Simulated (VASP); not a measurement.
Input of a VASP 6.6.1 run:

The input INCAR:

```
ALGO = Fast ; EDIFF = 1E-6
ENCUT = 520 ; GGA = PE
ISIF = 2 ; ISMEAR = 0
LASPH = T ; LCHARG = F
LREAL = F ; LWAVE = F
NBANDS = 40 ; NELM = 80
PREC = Accurate ; SIGMA = 0.1
```

Contents of KPOINTS:

```
k-points
0
Gamma
  8 8 8
```

The input POSCAR:

```
Nb4Ga
1.0
    4.7236497711      0.0000000000      0.0000000000
    0.0000000000      4.7236497711      0.0000000000
    0.0000000000      0.0000000000      4.7236497711
Nb Ga
4 1
Direct
    0.5000000000      0.0000000000      0.0000000000
    0.0000000000      0.5000000000      0.0000000000
    0.0000000000      0.0000000000      0.5000000000
    0.5000000000      0.5000000000      0.5000000000
    0.0000000000      0.0000000000      0.0000000000
```

Potentials or basis: VASP PAW PBE potentials, release 64 (Nb_sv, Ga_d).

Launch:

```bash
$ cat potpaw_PBE.64/Nb_sv/POTCAR potpaw_PBE.64/Ga_d/POTCAR > POTCAR
$ mpirun -np 1 vasp_std > vasp.out
```

**Question.** Estimate the pressure.

**Answer.** 0.0 GPa.
